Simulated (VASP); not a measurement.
Runs of VASP 6.6.1 on ZnS. The structure is that of space group F-43m (No. 216), or close to it. The cells are those of the table. 

```tsv
cell	gap on the mesh (eV)	pressure (GPa)	largest force (eV/Å)
a = 3.788, b = 3.854 Å, angles 59.4, 58.8, 59.4°, 2 atoms	2.01	0.4	0.22
a = 3.788, b = 3.797 Å, angles 59.9, 59.8, 59.9°, 2 atoms	2.08	0.2	0.03
a = 3.788, b = 3.750 Å, angles 60.3, 60.7, 60.3°, 2 atoms	2.05	0.2	0.12
a = 3.788, b = 3.816 Å, angles 59.8, 59.5, 59.8°, 2 atoms	2.06	0.2	0.09
a = 3.788, b = 3.835 Å, angles 59.6, 59.2, 59.6°, 2 atoms	(a)	0.3	0.15
a = 3.788, b = 3.844 Å, angles 59.5, 59.0, 59.5°, 2 atoms	(b)	0.3	0.19
a = 3.788, b = 3.807 Å, angles 59.8, 59.7, 59.8°, 2 atoms	2.07	0.2	0.06
a = 3.788, b = 3.712 Å, angles 60.7, 61.3, 60.7°, 2 atoms	2.00	0.4	0.25
```

Alike in all rows: task single point; level PBEsol; potentials or basis VASP PAW PBE potentials, release 64 (Zn, S); no spin polarisation; k mesh 10 × 10 × 10; cutoff (eV) 520; smearing gaussian 0.05 eV.

Question: Estimate the missing entries.

Answer: (a) 2.04; (b) 2.03.

Caveats: the PAW data sets were made with another functional, which shifts forces and pressure a little.

